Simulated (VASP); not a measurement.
Wanted: the native input for a VASP 6.6.1 run.

- Task: single point
- Functional: PBE
- Potentials or basis: VASP PAW PBE potentials, release 64 (Pb_d, Te)
- Cutoff: 520 eV
- k mesh: 12 × 12 × 12
- Occupations: fermi-dirac, width 0.05 eV
- Spin: no spin polarisation
- Dipole correction: no
- Further INCAR settings: ALGO = Normal; EDIFF = 1e-07; NBANDS = 17

The structure of TePb (zincblende type) lies in POSCAR:

```
TePb
1.0
    0.0000000000      3.2685713424      3.2685713424
    3.2685713424      0.0000000000      3.2685713424
    3.2685713424      3.2685713424      0.0000000000
Pb Te
1 1
Direct
    0.0000000000      0.0000000000      0.0000000000
    0.2500000000      0.2500000000      0.2500000000
```

The input as run:

INCAR

```
PREC = Accurate ; ENCUT = 520
EDIFF = 1E-7 ; ISMEAR = -1
SIGMA = 0.05 ; LREAL = F
LASPH = T ; NELM = 100
ALGO = Normal ; ISIF = 2
LWAVE = F ; LCHARG = F
GGA = PE ; NBANDS = 17
```

KPOINTS

```
regular mesh
0
Gamma
  12 12 12
```

Potentials or basis: VASP PAW PBE potentials, release 64 (Pb_d, Te).

Command:

```sh
$ cat potpaw_PBE.64/Pb_d/POTCAR potpaw_PBE.64/Te/POTCAR > POTCAR
$ mpirun -np 1 vasp_std > vasp.out
```

It gave:

| Quantity | Value |
| --- | --- |
| Pressure | 16.9 GPa |
| Band gap on the k mesh | zero (band 10 reaches 6.41 eV, above the bottom of band 11 at 5.93 eV) |

Caveat: spin-orbit coupling is left out, which moves the levels of the heavy elements.

Wall time 73 s on 1 thread of Intel(R) Xeon(R) Platinum 8488C (Sapphire Rapids) (shared host), peak memory 0.25 GiB.
